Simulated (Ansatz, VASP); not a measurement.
**One calculation of Ba3Bi2, two programs**

```
Ba Bi
1.0
     4.99989    0.00000    0.00000
     0.00000    4.99989    0.00000
     0.00000    0.00000    9.66101
Ba Bi
3 2
Direct
  0.00000 0.50000 0.35858
  0.50000 0.00000 0.64142
  0.50000 0.50000 0.00000
  0.50000 0.00000 0.26401
  0.00000 0.50000 0.73599
```

Change from the starting cell: species swapped into the Er2Se3 type (P-4m2, No. 115).

Alike in both runs: functional PBE; k mesh 4 × 4 × 2; occupations gaussian, width 0.2 eV; no spin polarisation.

Ansatz relaxed the structure, and its values are those at the end. VASP's run is a single point on that final structure, the one shown.

```csv
,VASP,Ansatz
version,VASP 6.6.1,Ansatz 0.2.0
potentials or method,"VASP PAW PBE potentials, release 64 (Ba_sv, Bi_d), cutoff 520 eV","scalar-relativistic, plane waves, PAW"
valence electrons in the cell,60,60
```

```tsv
	VASP	Ansatz	Ansatz less VASP
gap on the k mesh at the Fermi level (eV)	none	none	-
pressure (GPa)	0.4	0.2	-0.20
rms of the force components (eV/Å)	0.008	0.007	-0.0011
```

A gap of «none» marks a metal or a gap that the smearing closes.

Neither program's run includes spin-orbit coupling.
